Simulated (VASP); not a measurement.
Set up this calculation in VASP 6.6.1, as the native input.

```
Task                   : single point
Functional             : PBEsol
Potentials or basis    : VASP PAW PBE potentials, release 64 (Na_pv, Sr_sv, Nb_sv, Bi_d, O)
Cutoff                 : 600 eV
k mesh                 : 5 × 5 × 5
Occupations            : fermi-dirac, width 0.05 eV
Spin                   : no spin polarisation
Dipole correction      : no
Further INCAR settings : ALGO = Normal; EDIFF = 1e-06; NBANDS = 52
```

The structure of NaSrNbBiO6 lies in POSCAR:

```
NaSrNbBiO6
1.0
    0.0000000000      4.2096680000      4.2096680000
    4.2096680000      0.0000000000      4.2096680000
    4.2096680000      4.2096680000      0.0000000000
Na Sr Nb Bi O
1 1 1 1 6
Direct
    0.7500000000      0.7500000000      0.7500000000
    0.2500000000      0.2500000000      0.2500000000
    0.5000000000      0.5000000000      0.5000000000
    0.0000000000      0.0000000000      0.0000000000
    0.7375940000      0.2624060000      0.2624060000
    0.2624060000      0.7375940000      0.7375940000
    0.7375940000      0.7375940000      0.2624060000
    0.2624060000      0.2624060000      0.7375940000
    0.2624060000      0.7375940000      0.2624060000
    0.7375940000      0.2624060000      0.7375940000
```

The input as run:

INCAR

```
PREC = Accurate
ENCUT = 600
EDIFF = 1E-6
ISMEAR = -1
SIGMA = 0.05
LREAL = False
LASPH = True
NELM = 120
ALGO = Normal
ISIF = 2
LWAVE = False
LCHARG = True
GGA = PS
LELF = True
LVHAR = True
NBANDS = 52
GGA_COMPAT = False
```

KPOINTS

```
Automatic mesh
0
Gamma
  5 5 5
```

Potentials or basis: VASP PAW PBE potentials, release 64 (Na_pv, Sr_sv, Nb_sv, Bi_d, O).

Launch:

```bash
$ cat potpaw_PBE.64/Na_pv/POTCAR potpaw_PBE.64/Sr_sv/POTCAR potpaw_PBE.64/Nb_sv/POTCAR potpaw_PBE.64/Bi_d/POTCAR potpaw_PBE.64/O/POTCAR > POTCAR
$ mpirun -np 1 vasp_std > vasp.out
```

It gave:

```json
{"Pressure": "-6.4 GPa", "Largest force": "0.451 eV/Å"}
```

Caveat: the PAW data sets were made with another functional, which shifts forces and pressure a little; an odd number of electrons without spin polarisation forces a metal; a magnetic or distorted state may lie lower.

It took 3.1 min on 1 thread of Intel Xeon 6975P-C (shared host), peak memory 0.39 GiB.
